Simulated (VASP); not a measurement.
# EuO (Fm-3m) in VASP: a series of runs

Runs on EuO. Level: PBE. Tasks: electric field gradients.

Program: VASP 6.6.1. These are calculated values, not measurements. Logs are shortened: lines on timing, memory, paths and dates and some standing lists are left out, and cuts for length are marked.

## (1) The cell of the first run

The structure is cubic, space group Fm-3m (No. 225). Conventional cell: a = 5.245 Å, b = 5.245 Å, c = 5.245 Å, α = 90.00°, β = 90.00°, γ = 90.00°. Within 3.5 Å of Eu (site symmetry m-3m) lie 6 O at 2.62 Å. Within 3.5 Å of O (site symmetry m-3m) lie 6 Eu at 2.62 Å.

## (2) Electric field gradients, PBE, collinear spin, ferromagnetic start (18.03 Å³/atom)

File INCAR:

```
SYSTEM = EuO
ALGO = Normal
EDIFF = 1E-8
ENCUT = 520
GGA = PE
GGA_COMPAT = .False.
ISIF = 2
ISMEAR = -1
ISPIN = 2
LASPH = .True.
LCHARG = .False.
LEFG = .True.
LMAXMIX = 6
LORBIT = 11
LREAL = .False.
LWAVE = .False.
MAGMOM = 7 0
NBANDS = 22
NELM = 200
PREC = Accurate
SIGMA = 0.03
```

File KPOINTS:

```
k-points
0
Gamma
  14 14 14
  0 0 0
```

File POSCAR:

```
EuO
1.0
    0.0000000000      2.6223931986      2.6223931986
    2.6223931986      0.0000000000      2.6223931986
    2.6223931986      2.6223931986      0.0000000000
Eu O
1 1
Direct
    0.0000000000      0.0000000000      0.0000000000
    0.5000000000      0.5000000000      0.5000000000
```

Potentials or basis: VASP PAW PBE potentials, release 64 (Eu, O).

Command:

```console
$ cat potpaw_PBE.64/Eu/POTCAR potpaw_PBE.64/O/POTCAR > POTCAR
$ mpirun -np 1 vasp_std > vasp.out
```

OUTCAR:

```text
SYSTEM = EuO
   EDIFF = 1E-8
   ENCUT = 520
   GGA = PE
   ISIF = 2
   ISMEAR = -1
   ISPIN = 2
   LASPH = .True.
   LORBIT = 11
   LREAL = .False.
   NELM = 200
   PREC = Accurate

 ion  position               nearest neighbor table
   1  0.000  0.000  0.000-   2 2.62   2 2.62   2 2.62   2 2.62   2 2.62   2 2.62
   2  0.500  0.500  0.500-   1 2.62   1 2.62   1 2.62   1 2.62   1 2.62   1 2.62

  LATTYP: Found a face centered cubic cell.
 ALAT       =     5.2447863972

  Lattice vectors:

 A1 = (   0.0000000000,   2.6223931986,   2.6223931986)
 A2 = (   2.6223931986,   0.0000000000,   2.6223931986)
 A3 = (   2.6223931986,   2.6223931986,   0.0000000000)

Analysis of symmetry for initial positions (statically):
=====================================================================
 Subroutine PRICEL returns:
 Original cell was already a primitive cell.

 Routine SETGRP: Setting up the symmetry group for a
 face centered cubic supercell.

 Subroutine GETGRP returns: Found 48 space group operations
 (whereof 48 operations were pure point group operations)
 out of a pool of 48 trial point group operations.

The static configuration has the point symmetry O_h .

Analysis of symmetry for dynamics (positions and initial velocities):
=====================================================================
 Subroutine PRICEL returns:
 Original cell was already a primitive cell.

 Routine SETGRP: Setting up the symmetry group for a
 face centered cubic supercell.

 Subroutine GETGRP returns: Found 48 space group operations
 (whereof 48 operations were pure point group operations)
 out of a pool of 48 trial point group operations.

The dynamic configuration has the point symmetry O_h .

Analysis of structural, dynamic, and magnetic symmetry:
=====================================================================
 Subroutine PRICEL returns:
 Original cell was already a primitive cell.

 Routine SETGRP: Setting up the symmetry group for a
 face centered cubic supercell.

 Subroutine GETGRP returns: Found 48 space group operations
 (whereof 48 operations were pure point group operations)
 out of a pool of 48 trial point group operations.

The overall configuration has the point symmetry O_h .

 Subroutine INISYM returns: Found 48 space group operations
 (whereof 48 operations are pure point group operations),
 and found     1 'primitive' translations

----------------------------------------------------------------------------------------

                                     Primitive cell

  volume of cell :      36.0681

  direct lattice vectors                    reciprocal lattice vectors
     0.000000000  2.622393199  2.622393199    -0.190665534  0.190665534  0.190665534
     2.622393199  0.000000000  2.622393199     0.190665534 -0.190665534  0.190665534
     2.622393199  2.622393199  0.000000000     0.190665534  0.190665534 -0.190665534

  length of vectors
     3.708624027  3.708624027  3.708624027     0.330242392  0.330242392  0.330242392

  position of ions in fractional coordinates (direct lattice)
     0.000000000  0.000000000  0.000000000
     0.500000000  0.500000000  0.500000000

  ion indices of the primitive-cell ions
   primitive index   ion index
                 1           1
                 2           2

----------------------------------------------------------------------------------------

 KPOINTS: k-points

Automatic generation of k-mesh.
 Grid dimensions read from file:
 generate k-points for:   14   14   14

 Generating k-lattice:

  Cartesian coordinates                     Fractional coordinates (reciprocal lattice)
    -0.013618967  0.013618967  0.013618967     0.071428571  0.000000000  0.000000000
     0.013618967 -0.013618967  0.013618967     0.000000000  0.071428571  0.000000000
     0.013618967  0.013618967 -0.013618967     0.000000000  0.000000000  0.071428571

[... 59 lines left out ...]
   NSW    =      0    number of steps for IOM
   IBRION =     -1    ionic relax: 0-MD 1-quasi-New 2-CG
   NFREE  =      0    steps in history (QN), initial steepest desc. (CG)
   ISIF   =      2    stress and relaxation
   ISYM   =      2    0-nonsym 1-usesym 2-fastsym
   POTIM  = 0.5000    time-step for ionic-motion
   TEBEG  =    0.0;   TEEND  =   0.0 temperature during run
   PSTRESS=    0.0 pullay stress
   NELECT =      23.0000    total number of electrons
   NUPDOWN=      -1.0000    fix difference up-down
   EMIN   =  10.00;   EMAX   =-10.00  energy-range for DOS
   EFERMI =   0.00;   METHOD = LEGACY
   ISMEAR =    -1;   SIGMA  =   0.03  broadening in eV -4-tet -1-fermi 0-gaus
   EFERMI_NEDOS =   21; number of points for ismear=-14 and -15
   IALGO  =     38    algorithm
   IMIX   =      4    mixing-type and parameters
     AMIX     =   0.40;   BMIX     =  1.00
     AMIX_MAG =   1.60;   BMIX_MAG =  1.00
  volume/ion in A,a.u.               =      18.03       121.70
  Fermi-wavevector in a.u.,A,eV,Ry     =   1.409104  2.662820 27.015366  1.985573
  Thomas-Fermi vector in A             =   2.531194
   LORBIT       =     11    0 simple, 1 ext, 2 COOP (PROOUT), +10 PAW based schemes
   GGA     = PE    functional components
   LHFCALC =     F    Hartree Fock is set to
   AEXX    =    0.0000 exact exchange contribution
   IVDW    =     0    specifies the selected vdW correction
   LEPSILON=     F    determine dielectric tensor
   LRPA    =     F    only Hartree local field effects (RPA)
 spin polarized calculation
  energy-cutoff  :      520.00
  volume of cell :       36.07
 maximum number of plane-waves:       984
   NGX = 13   NGY = 13   NGZ = 13

 number of electron      23.0000010 magnetization       6.9950275

 Free energy of the ion-electron system (eV)
  ---------------------------------------------------
  ext. energy  EPLUGINS =         0.00000000
  ---------------------------------------------------
  free energy    TOTEN  =       -21.93807257 eV

  energy without entropy =      -21.93464488  energy(sigma->0) =      -21.93635873

 E-fermi :   4.3419     XC(G=0): -10.5500

 val. band max:        4.3392227364   @ k =   0.0714   0.0000   0.0000
 cond. band min:       4.3430357320   @ k =   0.0714   0.0714   0.0000
 fundamental gap:      0.0038129957
 Fermi energy:         4.3419431682

 spin component 1

 k-point     1 :       0.0000    0.0000    0.0000
  band No.  band energies     occupation
      1     -37.2101      1.00000
      2     -15.6764      1.00000
      3     -15.6764      1.00000
      4     -15.6764      1.00000
      5     -14.1745      1.00000
      6       0.6406      1.00000
[... 589 lines left out ...]
     21      10.0847      0.00000
     22      16.2795      0.00000

 [... further k-points ...]

 spin component 2

 k-point     1 :       0.0000    0.0000    0.0000
  band No.  band energies     occupation
      1     -34.1373      1.00000
      2     -14.2721      1.00000
      3     -13.3683      1.00000
      4     -13.3683      1.00000
      5     -13.3683      1.00000
      6       0.6852      1.00000
[... 589 lines left out ...]
     21      11.1355      0.00000
     22      17.9155      0.00000

 [... further k-points ...]

------------------------ aborting loop because EDIFF is reached ----------------------------------------

  FORCE on cell =-STRESS in cart. coord.  units (eV):
  Direction    XX          YY          ZZ          XY          YZ          ZX
  --------------------------------------------------------------------------------------
  -------------------------------------------------------------------------------------
  Total       -1.8722141     -1.8722141     -1.8722141      0.0000000      0.0000000      0.0000000
  in kB      -83.1653956    -83.1653956    -83.1653956      0.0000000      0.0000000      0.0000000
  external PRESSURE =     -83.1653956 kB  Pullay stress =       0.0000000 kB

 VOLUME and BASIS-vectors are now :
 -----------------------------------------------------------------------------
  energy-cutoff  :      520.00
  volume of cell :       36.07
      direct lattice vectors                 reciprocal lattice vectors
     0.000000000  2.622393199  2.622393199    -0.190665534  0.190665534  0.190665534
     2.622393199  0.000000000  2.622393199     0.190665534 -0.190665534  0.190665534
     2.622393199  2.622393199  0.000000000     0.190665534  0.190665534 -0.190665534

 POSITION                                       TOTAL-FORCE (eV/Angst)
 -----------------------------------------------------------------------------------
      0.00000      0.00000      0.00000        -0.000000     -0.000000     -0.000000
      2.62239      2.62239      2.62239         0.000000      0.000000      0.000000
 -----------------------------------------------------------------------------------
    total drift:                                0.000000      0.000000      0.000000

  FREE ENERGIE OF THE ION-ELECTRON SYSTEM (eV)
  ---------------------------------------------------
  free  energy   TOTEN  =       -21.9380725735 eV

  energy  without entropy=      -21.9346448826  energy(sigma->0) =      -21.93635873

 Electric field gradients (V/A^2)
---------------------------------------------------------------------
 ion       V_xx      V_yy      V_zz      V_xy      V_xz      V_yz
---------------------------------------------------------------------
   1       0.000     0.000     0.000    -0.001    -0.001    -0.001
   2      -0.000    -0.000    -0.000     0.001     0.001     0.001
---------------------------------------------------------------------

 Electric field gradients after diagonalization (V/A^2)
 (convention: |V_zz| > |V_xx| > |V_yy|)
----------------------------------------------------------------------
 ion       V_xx      V_yy      V_zz     asymmetry (V_yy - V_xx)/ V_zz
----------------------------------------------------------------------
   1       0.001     0.001    -0.003       0.000
   2      -0.001    -0.001     0.002       0.000
----------------------------------------------------------------------

           NMR quadrupolar parameters

 Cq : quadrupolar parameter    Cq=e*Q*V_zz/h
 eta: asymmetry parameters     (V_yy - V_xx)/ V_zz
 Q  : nuclear electric quadrupole moment in mb (millibarn)
----------------------------------------------------------------------
 ion       Cq(MHz)       eta       Q (mb)
----------------------------------------------------------------------
   1      -0.000       0.000       1.000
   2       0.000       0.000       1.000
----------------------------------------------------------------------

 total charge

# of ion       s       p       d       f       tot
--------------------------------------------------
    1        2.029   5.760   0.348   6.637  14.773
    2        1.554   3.370   0.000   0.000   4.925
--------------------------------------------------
tot          3.583   9.130   0.348   6.637  19.698

 magnetization (x)

# of ion       s       p       d       f       tot
--------------------------------------------------
    1       -0.012  -0.109   0.132   6.594   6.606
    2       -0.003  -0.093   0.000   0.000  -0.096
--------------------------------------------------
tot         -0.015  -0.202   0.132   6.594   6.510
```

Wall time 2.5 min (1 thread of Intel Xeon Platinum 8559C (Emerald Rapids), shared host); peak memory 0.3 GiB.

Results:

```yaml
Free_energy: -21.9381 eV
Pressure: -8.3 GPa
Band_gap_on_the_k_mesh: zero (filled and empty bands overlap)
Net_moment: 7.00 μB per cell
Site_moments: Eu +6.61; O -0.10 μB
Largest_electric_field_gradient_by_atom: zero within the noise of the run
Valence_electrons_inside_the_program's_atomic_spheres: Eu 14.77; O 4.92
```

Caveat: the cell stands under tension; spin-orbit coupling is left out, which moves the levels of the heavy elements; a cell with one magnetic atom can't hold antiferromagnetic order, which such compounds often take; semilocal functionals describe open f shells poorly, which spoils levels, moments and volumes. The state reached can hang on the start; a lower one may exist.

## (3) Electric field gradients, PBE, collinear spin, ferromagnetic start (18.03 Å³/atom)

File INCAR:

```
PREC = Accurate
ENCUT = 520
EDIFF = 1E-8
ISMEAR = -1
SIGMA = 0.03
LREAL = F
LASPH = T
NELM = 200
ALGO = Normal
ISIF = 2
LWAVE = F
LCHARG = F
ISPIN = 2
MAGMOM = 7 0
LORBIT = 11
LMAXMIX = 6
GGA = PE
LEFG = T
NBANDS = 22
GGA_COMPAT = F
```

File KPOINTS:

```
Automatic mesh
0
Gamma
  14 14 14
```

POSCAR is that of step 2.

Potentials or basis: VASP PAW PBE potentials, release 64 (Eu, O).

Command:

```console
$ cat potpaw_PBE.64/Eu/POTCAR potpaw_PBE.64/O/POTCAR > POTCAR
$ mpirun -np 1 vasp_std > vasp.out
```

OUTCAR:

```text
PREC = Accurate
   ENCUT = 520
   EDIFF = 1E-8
   ISMEAR = -1
   LREAL = F
   LASPH = T
   NELM = 200
   ISIF = 2
   ISPIN = 2
   LORBIT = 11
   GGA = PE

 ion  position               nearest neighbor table
   1  0.000  0.000  0.000-   2 2.62   2 2.62   2 2.62   2 2.62   2 2.62   2 2.62
   2  0.500  0.500  0.500-   1 2.62   1 2.62   1 2.62   1 2.62   1 2.62   1 2.62

  LATTYP: Found a face centered cubic cell.
 ALAT       =     5.2447863972

  Lattice vectors:

 A1 = (   0.0000000000,   2.6223931986,   2.6223931986)
 A2 = (   2.6223931986,   0.0000000000,   2.6223931986)
 A3 = (   2.6223931986,   2.6223931986,   0.0000000000)

Analysis of symmetry for initial positions (statically):
=====================================================================
 Subroutine PRICEL returns:
 Original cell was already a primitive cell.
[... 1421 lines left out ...]
 -----------------------------------------------------------------------------------
    total drift:                                0.000000      0.000000      0.000000

  FREE ENERGIE OF THE ION-ELECTRON SYSTEM (eV)
  ---------------------------------------------------
  free  energy   TOTEN  =       -21.9380725735 eV

  energy  without entropy=      -21.9346448826  energy(sigma->0) =      -21.93635873

 Electric field gradients (V/A^2)
---------------------------------------------------------------------
 ion       V_xx      V_yy      V_zz      V_xy      V_xz      V_yz
---------------------------------------------------------------------
   1       0.000     0.000     0.000    -0.001    -0.001    -0.001
   2      -0.000    -0.000    -0.000     0.001     0.001     0.001
---------------------------------------------------------------------

 Electric field gradients after diagonalization (V/A^2)
 (convention: |V_zz| > |V_xx| > |V_yy|)
----------------------------------------------------------------------
 ion       V_xx      V_yy      V_zz     asymmetry (V_yy - V_xx)/ V_zz
----------------------------------------------------------------------
   1       0.001     0.001    -0.003       0.000
   2      -0.001    -0.001     0.002       0.000
----------------------------------------------------------------------

           NMR quadrupolar parameters

 Cq : quadrupolar parameter    Cq=e*Q*V_zz/h
 eta: asymmetry parameters     (V_yy - V_xx)/ V_zz
 Q  : nuclear electric quadrupole moment in mb (millibarn)
----------------------------------------------------------------------
 ion       Cq(MHz)       eta       Q (mb)
----------------------------------------------------------------------
   1      -0.000       0.000       1.000
   2       0.000       0.000       1.000
----------------------------------------------------------------------

 total charge

# of ion       s       p       d       f       tot
--------------------------------------------------
    1        2.029   5.760   0.348   6.637  14.773
    2        1.554   3.370   0.000   0.000   4.925
--------------------------------------------------
tot          3.583   9.130   0.348   6.637  19.698

 magnetization (x)

# of ion       s       p       d       f       tot
--------------------------------------------------
    1       -0.012  -0.109   0.132   6.594   6.606
    2       -0.003  -0.093   0.000   0.000  -0.096
--------------------------------------------------
tot         -0.015  -0.202   0.132   6.594   6.510
```

stdout:

```text
POSCAR found type information on POSCAR EuO
 POSCAR found :  2 types and       2 ions
 scaLAPACK will be used
 LDA part: xc-table for (Slater+PW92), standard interpolation
 POSCAR, INCAR and KPOINTS ok, starting setup
 FFT: planning ... GRIDC
 FFT: planning ... GRID_SOFT
 FFT: planning ... GRID
 WAVECAR not read
 entering main loop
ion   1

ion   2
```

Run time: 9 min. Hardware: 1 thread of Intel Xeon 8259CL, shared host; peak memory 0.29 GiB.

What came out:

- Free energy: -21.9381 eV
- Pressure: -8.3 GPa
- Band gap on the k mesh: zero (filled and empty bands overlap)
- Net moment: 7.00 μB per cell
- Site moments: Eu +6.61; O -0.10 μB
- Largest electric field gradient by atom: zero within the noise of the run
- Valence electrons inside the program's atomic spheres: Eu 14.77; O 4.92

Levels at points of the mesh, in eV from the Fermi level:
Spin up:
| k point | band 11 | band 12 | band 13 | band 14 | band 15 | band 16 | band 17 | band 18 | band 19 | band 20 |
| --- | --- | --- | --- | --- | --- | --- | --- | --- | --- | --- |
| (0.00, 0.00, 0.00) | -0.24 | -0.24 | -0.24 | 0.03 | 0.03 | 0.03 | 1.63 | 1.63 | 1.63 | 3.73 |
| (0.50, 0.00, 0.00) | -0.46 | -0.27 | -0.27 | -0.26 | -0.23 | 2.11 | 4.13 | 4.13 | 4.35 | 7.16 |
| (0.50, 0.50, 0.00) | -0.37 | -0.35 | -0.35 | -0.28 | -0.06 | -0.06 | 3.09 | 5.46 | 6.16 | 6.21 |
Spin down:
| k point | band 5 | band 6 | band 7 | band 8 | band 9 | band 10 | band 11 | band 12 |
| --- | --- | --- | --- | --- | --- | --- | --- | --- |
| (0.00, 0.00, 0.00) | -17.71 | -3.66 | -3.66 | -3.66 | 0.37 | 2.73 | 2.73 | 2.73 |
| (0.50, 0.00, 0.00) | -16.55 | -5.54 | -4.62 | -4.62 | 2.92 | 3.70 | 4.19 | 4.19 |
| (0.50, 0.50, 0.00) | -18.06 | -3.82 | -3.66 | -3.66 | -0.07 | 4.03 | 4.18 | 4.30 |

Caveat: the cell stands under tension; spin-orbit coupling is left out, which moves the levels of the heavy elements; a cell with one magnetic atom can't hold antiferromagnetic order, which such compounds often take; semilocal functionals describe open f shells poorly, which spoils levels, moments and volumes.
